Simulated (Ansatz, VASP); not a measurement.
# One calculation of LiH, two programs

The input INCAR:

```
ALGO = Normal
EDIFF = 1E-6
EDIFFG = -0.01
ENCUT = 600
GGA = PE
IBRION = 2
ISIF = 3
ISMEAR = 0
LASPH = T
LCHARG = F
LREAL = F
LWAVE = F
NELM = 100
NSW = 100
PREC = Accurate
SIGMA = 0.01
```

Contents of KPOINTS:

```
k-points
0
Gamma
  14 14 10
```

Contents of POSCAR:

```
LiH
1.0
    2.6853501801      0.0000000000      0.0000000000
    0.0000000000      2.6853501801      0.0000000000
    0.0000000000      0.0000000000      3.8682818572
Li H
1 1
Direct
    0.0000000000      0.0000000000      0.0000000000
    0.5000000000      0.5000000000      0.0000000000
```

Input for Ansatz:

```yaml
crystal:
  lattice:
    - [2.6853501801, 0.0, 0.0]
    - [0.0, 2.6853501801, 0.0]
    - [0.0, 0.0, 3.8682818572]
  atoms:
    - { symbol: Li, position: [0.0, 0.0, 0.0] }
    - { symbol: H, position: [0.5, 0.5, 0.0] }
basis:
  ecutwfc: 420
kpoints:
  mp_grid: { grid: [14, 14, 10] }
hamiltonian:
  xc: pbe
scf:
  occupations: { method: gaussian, width: 0.01 }
output:
  forces: true
  stress: true
  eigenvalues: true
relax:
  adjacent_minimum: "off"
  f_tol: 0.01
  max_steps: 80
  cell: { stress_tol: 0.05 }
```

Alike in both runs: task relaxation of cell and atoms; functional PBE; k mesh 14 × 14 × 10; occupations gaussian, width 0.01 eV; no spin polarisation.

|  | VASP | Ansatz |
| --- | --- | --- |
| version | VASP 6.6.1 | Ansatz 0.2.0 |
| potentials or method | VASP PAW PBE potentials, release 64 (Li_sv, H), cutoff 600 eV | scalar-relativistic, plane waves, PAW |
| valence electrons in the cell | 4 | 4 |

```csv
,VASP,Ansatz,Ansatz less VASP
"gap on the k mesh at the Fermi level, each at its own relaxed structure (eV)",0.09,0.32,+0.231
relaxed volume (Å³/atom),13.98,15.78,+1.805
relaxed cell length with the largest relative difference (Å),3.888,4.360,+0.4724
```

One of these differences is far larger than is usual between the two programs; its cause wasn't traced.

Noted on VASP's run: the cutoff is short for stress, so the pressure is rough.
